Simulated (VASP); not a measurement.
SnSe:

```
Sn Se
1.0
     0.00000    3.38913    3.38913
     3.38913    0.00000    3.38913
     3.38913    3.38913    0.00000
Sn Se
1 1
Direct
  0.00000 0.00000 0.00000
  0.25000 0.25000 0.25000
```

| Quantity | Value |
| --- | --- |
| Program | VASP 6.6.1 |
| Task | relaxation of cell and atoms |
| Functional | LDA |
| Potentials or basis | VASP PAW LDA potentials, release 64 (Sn_d, Se) |
| Cutoff | 600 eV |
| k mesh | 6 × 6 × 6 |
| Occupations | fermi-dirac, width 0.02 eV |
| Spin | no spin polarisation |

At the start: pressure -2.5 GPa; volume 38.93 Å³/atom.

**Question.** Where does the relaxation end?

**Answer.** Over 3 steps the energy falls by 27.5 meV/atom and the volume is 35.72 Å³/atom (-8.2 %); space group F-43m (No. 216, to 0.05 Å).

The path:
| step | energy change (eV) | largest force (eV/Å) | pressure (GPa) | volume (Å³) |
| --- | --- | --- | --- | --- |
| 1 | 0.0000 | 0.0000 | -2.54 | 77.86 |
| 2 | -0.0548 | 0.0000 | 0.17 | 71.12 |
| 3 | -0.0550 | 0.0000 | 0.01 | 71.45 |

Final structure:
```
Sn Se
1.0
     0.00000    3.29345    3.29345
     3.29345    0.00000    3.29345
     3.29345    3.29345    0.00000
Sn Se
1 1
Direct
  0.00000 0.00000 0.00000
  0.25000 0.25000 0.25000
```
